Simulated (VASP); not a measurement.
Ta2C, 3 atoms in the cell. The structure is trigonal, space group P-3m1 (No. 164). The conventional cell has a = 3.152 Å, b = 3.152 Å, c = 5.007 Å, α = 90.00°, β = 90.00°, γ = 120.00°. Within 2.9 Å of Ta (site symmetry 3m) lie 3 C at 2.22 Å. Within 2.9 Å of C (site symmetry -3m) lie 6 Ta at 2.22 Å. 

```yaml
Program: VASP 6.6.1
Task: relaxation of the atoms
Functional: r2SCAN
Potentials_or_basis: VASP PAW PBE potentials, release 64 (Ta_pv, C)
Cutoff: 520 eV
k_mesh: 12 × 12 × 7
Occupations: fermi-dirac, width 0.1 eV
Spin: no spin polarisation
Dipole_correction: no
Further_INCAR_settings: ALGO = Normal; EDIFF = 1e-07; IBRION = 2; EDIFFG = -0.01; NSW = 50
```

Potentials or basis: VASP PAW PBE potentials, release 64 (Ta_pv, C).

The run is started by

```sh
$ cat potpaw_PBE.64/Ta_pv/POTCAR potpaw_PBE.64/C/POTCAR > POTCAR
$ cp INCAR.step1 INCAR
$ mpirun -np 1 vasp_std > vasp.out
$ cp INCAR.step2 INCAR
$ mpirun -np 1 vasp_std > vasp.out
```

Hardware: 1 thread of Intel(R) Xeon(R) 6975P-C (Granite Rapids), with other jobs on the host.

Task: Estimate the wall time of this run.

Result: Wall time 4.8 min on 1 thread of Intel(R) Xeon(R) 6975P-C (Granite Rapids), with other jobs on the host, peak memory 0.22 GiB. Counts: k points 112, ion steps 3.
